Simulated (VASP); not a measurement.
# BiTe: single point with r2SCAN

BiTe:

```
Bi Te
1.0
     2.60978    1.50676    2.85876
    -2.60978    1.50676    2.85876
     0.00000   -3.01352    2.85876
Bi Te
1 1
Direct
  0.50000 0.50000 0.50000
  0.00000 0.00000 0.00000
```

This cell differs from its parent crystal: ratio of the length along z to the lengths across it x 0.8, volume and fractional coordinates fixed.

```json
{"Program": "VASP 6.6.1", "Task": "single point", "Functional": "r2SCAN", "Potentials or basis": "VASP PAW PBE potentials, release 64 (Bi_d, Te)", "Cutoff": "520 eV", "k mesh": "12 × 12 × 12", "Occupations": "gaussian, width 0.15 eV", "Spin": "no spin polarisation"}
```

```yaml
Pressure: -3.1 GPa
Band_gap_on_the_k_mesh: zero (an odd number of electrons rules out a gap without spin polarisation)
```

Stress tensor (GPa, compression positive):
```
-5.13  0.00  0.00
 0.00 -5.13  0.00
 0.00  0.00  0.83
```

Levels at points of the mesh, in eV from the Fermi level:
```csv
k point,band 8,band 9,band 10,band 11,band 12,band 13
"(0.00, 0.00, 0.00)",-3.01,-3.01,-1.20,2.08,3.54,3.54
"(0.50, 0.00, 0.00)",-1.83,-1.45,-0.94,-0.41,-0.09,1.21
"(0.50, 0.50, 0.00)",-5.40,-4.89,-1.98,2.20,3.38,3.82
"(0.50, 0.50, 0.50)",-2.73,-2.70,-2.70,-2.05,-1.73,-1.73
```

Wall time 2.9 min on 1 thread of Intel(R) Xeon(R) 6975P-C (Granite Rapids) (shared host), peak memory 0.35 GiB.

Caveat: the stress differs along the axes, from -5 to 1 GPa; the PAW data sets were made with another functional, which shifts forces and pressure a little; spin-orbit coupling is left out, which moves the levels of the heavy elements; an odd number of electrons without spin polarisation forces a metal; a magnetic or distorted state may lie lower.
